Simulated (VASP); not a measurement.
# Te (Im-3m) in VASP: notebook, part 2 of 2

VASP 6.6.1.

## 3. Relaxation of cell and atoms, PBE

Contents of INCAR:

```
PREC = Accurate
ENCUT = 600
EDIFF = 1E-7
ISMEAR = -1
SIGMA = 0.05
LREAL = False
LASPH = True
NELM = 60
ALGO = Normal
ISIF = 3
LWAVE = False
LCHARG = False
GGA = PE
IBRION = 2
NSW = 45
EDIFFG = -0.005
```

Contents of KPOINTS:

```
regular mesh
0
Gamma
  15 15 15
```

Contents of POSCAR:

```
Te
1.0
   -1.9260310110      1.9260310110      1.9260310110
    1.9260310110     -1.9260310110      1.9260310110
    1.9260310110      1.9260310110     -1.9260310110
Te
1
Direct
    0.0000000000      0.0000000000      0.0000000000
```

Potentials or basis: VASP PAW PBE potentials, release 64 (Te).

On the command line:

```sh
cat potpaw_PBE.64/Te/POTCAR > POTCAR
mpirun -np 1 vasp_std > vasp.out
```

OUTCAR:

```text
PREC = Accurate
   ENCUT = 600
   EDIFF = 1E-7
   ISMEAR = -1
   LREAL = False
   LASPH = True
   NELM = 60
   ISIF = 3
   GGA = PE
   IBRION = 2
   NSW = 45
   EDIFFG = -0.005

 ion  position               nearest neighbor table
   1  0.000  0.000  0.000-

  LATTYP: Found a body centered cubic cell.
 ALAT       =     3.8520620220

  Lattice vectors:

 A1 = (  -1.9260310110,   1.9260310110,   1.9260310110)
 A2 = (   1.9260310110,  -1.9260310110,   1.9260310110)
 A3 = (   1.9260310110,   1.9260310110,  -1.9260310110)

Analysis of symmetry for initial positions (statically):
=====================================================================
 Subroutine PRICEL returns:
 Original cell was already a primitive cell.

 Routine SETGRP: Setting up the symmetry group for a
 body centered cubic supercell.

 Subroutine GETGRP returns: Found 48 space group operations
 (whereof 48 operations were pure point group operations)
 out of a pool of 48 trial point group operations.

The static configuration has the point symmetry O_h .

Analysis of symmetry for dynamics (positions and initial velocities):
=====================================================================
 Subroutine PRICEL returns:
 Original cell was already a primitive cell.

 Routine SETGRP: Setting up the symmetry group for a
 body centered cubic supercell.

 Subroutine GETGRP returns: Found 48 space group operations
 (whereof 48 operations were pure point group operations)
 out of a pool of 48 trial point group operations.

The dynamic configuration has the point symmetry O_h .

 Subroutine INISYM returns: Found 48 space group operations
 (whereof 48 operations are pure point group operations),
 and found     1 'primitive' translations

----------------------------------------------------------------------------------------

                                     Primitive cell

  volume of cell :      28.5792

  direct lattice vectors                    reciprocal lattice vectors
    -1.926031011  1.926031011  1.926031011     0.000000000  0.259601220  0.259601220
     1.926031011 -1.926031011  1.926031011     0.259601220  0.000000000  0.259601220
     1.926031011  1.926031011 -1.926031011     0.259601220  0.259601220  0.000000000

  length of vectors
     3.335983568  3.335983568  3.335983568     0.367131566  0.367131566  0.367131566

  position of ions in fractional coordinates (direct lattice)
     0.000000000  0.000000000  0.000000000

  ion indices of the primitive-cell ions
   primitive index   ion index
                 1           1

----------------------------------------------------------------------------------------

 KPOINTS: regular mesh

Automatic generation of k-mesh.
 Grid dimensions read from file:
 generate k-points for:   15   15   15

 Generating k-lattice:

  Cartesian coordinates                     Fractional coordinates (reciprocal lattice)
     0.000000000  0.017306748  0.017306748     0.066666667  0.000000000  0.000000000
     0.017306748  0.000000000  0.017306748     0.000000000  0.066666667  0.000000000
[... 42 lines left out ...]
   total plane-waves  NPLWV =  21952
   dimension x,y,z NGX =    28 NGY =   28 NGZ =   28
   dimension x,y,z NGXF=    56 NGYF=   56 NGZF=   56
   ions per type =               1
   NGX,Y,Z   is equivalent  to a cutoff of  13.95, 13.95, 13.95 a.u.
   NGXF,Y,Z  is equivalent  to a cutoff of  27.91, 27.91, 27.91 a.u.
 SYSTEM =  unknown system
   PREC   = accura    normal or accurate (medium, high low for compatibility)
   ISTART =      0    job   : 0-new  1-cont  2-samecut
   ICHARG =      2    charge: 1-file 2-atom 10-const
   ISPIN  =      1    spin polarized calculation?
   LNONCOLLINEAR =      F non collinear calculations
   LSORBIT =      F    spin-orbit coupling
   LASPH  =      T    aspherical Exc in radial PAW
   ENCUT  =  600.0 eV  44.10 Ry    6.64 a.u.   6.66  6.66  6.66*2*pi/ulx,y,z
   NELM   =     60;   NELMIN=  2; NELMDL= -5     # of ELM steps
   EDIFF  = 0.1E-06   stopping-criterion for ELM
   LREAL  =      F    real-space projection
   EDIFFG = -.5E-02   stopping-criterion for IOM
   NSW    =     45    number of steps for IOM
   IBRION =      2    ionic relax: 0-MD 1-quasi-New 2-CG
   NFREE  =      1    steps in history (QN), initial steepest desc. (CG)
   ISIF   =      3    stress and relaxation
   ISYM   =      2    0-nonsym 1-usesym 2-fastsym
   POTIM  = 0.5000    time-step for ionic-motion
   TEBEG  =    0.0;   TEEND  =   0.0 temperature during run
   PSTRESS=    0.0 pullay stress
   NELECT =       6.0000    total number of electrons
   NUPDOWN=      -1.0000    fix difference up-down
   EMIN   =  10.00;   EMAX   =-10.00  energy-range for DOS
   EFERMI =   0.00;   METHOD = LEGACY
   ISMEAR =    -1;   SIGMA  =   0.05  broadening in eV -4-tet -1-fermi 0-gaus
   EFERMI_NEDOS =   21; number of points for ismear=-14 and -15
   IALGO  =     38    algorithm
   IMIX   =      4    mixing-type and parameters
     AMIX     =   0.40;   BMIX     =  1.00
     AMIX_MAG =   1.60;   BMIX_MAG =  1.00
  volume/ion in A,a.u.               =      28.58       192.86
  Fermi-wavevector in a.u.,A,eV,Ry     =   0.972991  1.838686 12.880781  0.946711
  Thomas-Fermi vector in A             =   2.103334
   LORBIT       =      0    0 simple, 1 ext, 2 COOP (PROOUT), +10 PAW based schemes
   GGA     = PE    functional components
   LHFCALC =     F    Hartree Fock is set to
   AEXX    =    0.0000 exact exchange contribution
   IVDW    =     0    specifies the selected vdW correction
   LEPSILON=     F    determine dielectric tensor
   LRPA    =     F    only Hartree local field effects (RPA)
 conjugate gradient relaxation of ions
 non-spin polarized calculation
  energy-cutoff  :      600.00
  volume of cell :       28.58
 maximum number of plane-waves:       970
   NGX = 13   NGY = 13   NGZ = 13

--------------------------------------- Ionic step        1  -------------------------------------------

 number of electron       6.0000000 magnetization

 Free energy of the ion-electron system (eV)
  ---------------------------------------------------
  ext. energy  EPLUGINS =         0.00000000
  ---------------------------------------------------
  free energy    TOTEN  =        -2.82895093 eV

  energy without entropy =       -2.81955274  energy(sigma->0) =       -2.82425184

------------------------ aborting loop because EDIFF is reached ----------------------------------------

  FORCE on cell =-STRESS in cart. coord.  units (eV):
  Direction    XX          YY          ZZ          XY          YZ          ZX
  --------------------------------------------------------------------------------------
  -------------------------------------------------------------------------------------
  Total       -0.0161689     -0.0161689     -0.0161689     -0.0000000      0.0000000      0.0000000
  in kB       -0.9064420     -0.9064420     -0.9064420     -0.0000000      0.0000000      0.0000000
  external PRESSURE =      -0.9064420 kB  Pullay stress =       0.0000000 kB
[... 57 lines left out ...]
--------------------------------------- Ionic step        3  -------------------------------------------

 number of electron       6.0000000 magnetization

 Free energy of the ion-electron system (eV)
  ---------------------------------------------------
  ext. energy  EPLUGINS =         0.00000000
  ---------------------------------------------------
  free energy    TOTEN  =        -2.82896549 eV

  energy without entropy =       -2.81958178  energy(sigma->0) =       -2.82427363

 E-fermi :   7.8258     XC(G=0): -10.0675

 val. band max:        7.8039306315   @ k =  -0.2667   0.2667   0.2000
 cond. band min:       7.8385282143   @ k =  -0.4000   0.4000   0.0667
 fundamental gap:      0.0345975829
 Fermi energy:         7.8258426535

 k-point     1 :       0.0000    0.0000    0.0000
  band No.  band energies     occupation
      1      -6.0296      2.00000
      2      10.7818      0.00000
      3      10.7818      0.00000
      4      10.7818      0.00000
      5      17.5967      0.00000
      6      17.6864      0.00000
      7      17.6864      0.00000
[... 221 lines left out ...]
 k-point    24 :       0.4000    0.2000    0.0000
  band No.  band energies     occupation
      1      -2.7080      2.00000
      2       2.5196      2.00000
      3       5.4725      2.00000
      4       8.8728      0.00000
      5      14.7293      0.00000
      6      17.1859      0.00000
      7      19.6192      0.00000

 [... further k-points ...]

------------------------ aborting loop because EDIFF is reached ----------------------------------------

  FORCE on cell =-STRESS in cart. coord.  units (eV):
  Direction    XX          YY          ZZ          XY          YZ          ZX
  --------------------------------------------------------------------------------------
  -------------------------------------------------------------------------------------
  Total        0.0008466      0.0008466      0.0008466      0.0000000      0.0000000      0.0000000
  in kB        0.0475465      0.0475465      0.0475465      0.0000000      0.0000000      0.0000000
  external PRESSURE =       0.0475465 kB  Pullay stress =       0.0000000 kB
[... 16 lines left out ...]
  FREE ENERGIE OF THE ION-ELECTRON SYSTEM (eV)
  ---------------------------------------------------
  free  energy   TOTEN  =        -2.8289654897 eV

  energy  without entropy=       -2.8195817777  energy(sigma->0) =       -2.82427363

 reached required accuracy - stopping structural energy minimisation
```

CONTCAR:

```text
Te
   1.00000000000000
    -1.9248872841736153    1.9248872841736153    1.9248872841736153
     1.9248872841736153   -1.9248872841736153    1.9248872841736153
     1.9248872841736153    1.9248872841736153   -1.9248872841736153
  Te
     1
Direct
     0.0000000000000000    0.0000000000000000    0.0000000000000000

  0.00000000E+00  0.00000000E+00  0.00000000E+00
```

Run time: 37 s. Hardware: 1 thread of Intel Xeon 6975P-C, shared host; peak memory 0.17 GiB.

Results:

| Property | Result |
| --- | --- |
| Free energy | -2.8290 eV |
| Relaxed volume | 28.53 Å³/atom |
| Relaxed cell | a = 3.334 Å, b = 3.334 Å, c = 3.334 Å, α = 109.47°, β = 109.47°, γ = 109.47° |
| Space group after relaxing (to 0.05 Å) | Im-3m (No. 229) |
| Energy gained by relaxing | 0.0 meV/atom |
| Ionic steps | 3 |
| Pressure after relaxing | 0.0 GPa |
| Band gap on the k mesh | zero (band 3 reaches 10.78 eV, above the bottom of band 4 at 4.92 eV) |

Final structure:
```
Te
1.0
    -1.92489    1.92489    1.92489
     1.92489   -1.92489    1.92489
     1.92489    1.92489   -1.92489
Te
1
Direct
  0.00000 0.00000 0.00000
```

Caveat: spin-orbit coupling is left out, which moves the levels of the heavy elements.

## 4. Relaxation of cell and atoms, PBE

This run uses another cell than the first one, of 29.00 Å³/atom, 1.015 times its volume.

Contents of INCAR:

```
SYSTEM = Te
PREC = Accurate
ENCUT = 600
EDIFF = 1E-7
ISMEAR = -1
SIGMA = 0.05
LREAL = .FALSE.
LASPH = .TRUE.
NELM = 60
ALGO = Normal
ISIF = 3
LWAVE = .FALSE.
LCHARG = .FALSE.
GGA = PE
IBRION = 2
NSW = 60
EDIFFG = -0.005
```

Contents of KPOINTS:

```
regular mesh
0
G
  15 15 15
  0 0 0
```

Contents of POSCAR:

```
Te
1.0
   -1.9354383203      1.9354383203      1.9354383203
    1.9354383203     -1.9354383203      1.9354383203
    1.9354383203      1.9354383203     -1.9354383203
Te
1
Direct
    0.0000000000      0.0000000000      0.0000000000
```

On the command line:

```sh
cat potpaw_PBE.64/Te/POTCAR > POTCAR
mpirun -np 1 vasp_std > vasp.out
```

Wall time 51 s (1 thread of Intel Xeon 6975P-C, shared host); peak memory 0.18 GiB.

Results (log left out):

* Free energy: -2.8290 eV
* Relaxed volume: 28.53 Å³/atom
* Relaxed cell: a = 3.334 Å, b = 3.334 Å, c = 3.334 Å, α = 109.47°, β = 109.47°, γ = 109.47°
* Space group after relaxing (to 0.05 Å): Im-3m (No. 229)
* Energy gained by relaxing: 1.3 meV/atom
* Ionic steps: 3
* Pressure after relaxing: 0.0 GPa
* Band gap on the k mesh: zero (band 3 reaches 10.78 eV, above the bottom of band 4 at 4.92 eV)

Step by step:
| step | energy change (eV) | largest force (eV/Å) | pressure (GPa) | volume (Å³) |
| --- | --- | --- | --- | --- |
| 1 | 0.0000 | 0.0000 | -0.84 | 29.00 |
| 2 | -0.0011 | 0.0000 | 0.32 | 28.37 |
| 3 | -0.0013 | 0.0000 | 0.00 | 28.53 |

Final structure:
```yaml
crystal:
  lattice:
    - [-1.92490, 1.92490, 1.92490]
    - [1.92490, -1.92490, 1.92490]
    - [1.92490, 1.92490, -1.92490]
  atoms:
    - { symbol: Te, position: [0.00000, 0.00000, 0.00000] }
```

Levels at points of the mesh, in eV from the Fermi level:
```tsv
k point	band 1	band 2	band 3	band 4	band 5	band 6	band 7
(0.00, 0.00, 0.00)	-13.86	2.96	2.96	2.96	9.77	9.86	9.86
```

Caveat: spin-orbit coupling is left out, which moves the levels of the heavy elements.

## 5. Overview

```csv
task,cell,cutoff (eV),gap on the mesh (eV),pressure (GPa),relaxed volume (Å³/atom)
single point,"a = 3.336 Å, angles 109.5°, 1 atom",520,none,-0.1,-
relaxation of cell and atoms,"relaxed from a = 3.336 Å, angles 109.5°, 1 atom",600,none,0.0,28.53
relaxation of cell and atoms,"relaxed from a = 3.352 Å, angles 109.5°, 1 atom",600,none,0.0,28.53
```

Alike in all rows: level PBE; potentials or basis VASP PAW PBE potentials, release 64 (Te); no spin polarisation; k mesh 15 × 15 × 15; smearing fermi-dirac 0.05 eV.

Caveats: spin-orbit coupling is left out, which moves the levels of the heavy elements.

Absolute energies hang on the potentials; compare differences alone.
